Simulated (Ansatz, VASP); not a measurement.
**Pt: VASP beside Ansatz**

```xyz
2
Lattice="2.8324 0.0000 0.0000 -1.4162 2.4529 0.0000 0.0000 0.0000 4.9167" Properties=species:S:1:pos:R:3 pbc="T T T"
Pt    1.4162    0.8176    3.6875
Pt    0.0000    1.6353    1.2292
```

Alike in both runs: task single point; functional r2SCAN; k mesh 10 × 10 × 5; occupations fermi-dirac, width 0.1 eV; no spin polarisation.

|  | VASP | Ansatz |
| --- | --- | --- |
| version | VASP 6.6.1 | Ansatz 0.2.0 |
| potentials or method | VASP PAW PBE potentials, release 64 (Pt_sv_GW), cutoff 550 eV | plane waves, PAW |
| valence electrons in the cell | 36 | 36 |

```tsv
	VASP	Ansatz	Ansatz less VASP
pressure (GPa)	-22.1	-20.4	+1.77
traceless stress, the component that is largest in VASP (GPa)	1.69	1.68	-0.008
```

VASP's potentials were made for PBE, not for r2SCAN. Ansatz's warnings: stress scf threshold loose.

Neither program's run includes spin-orbit coupling.
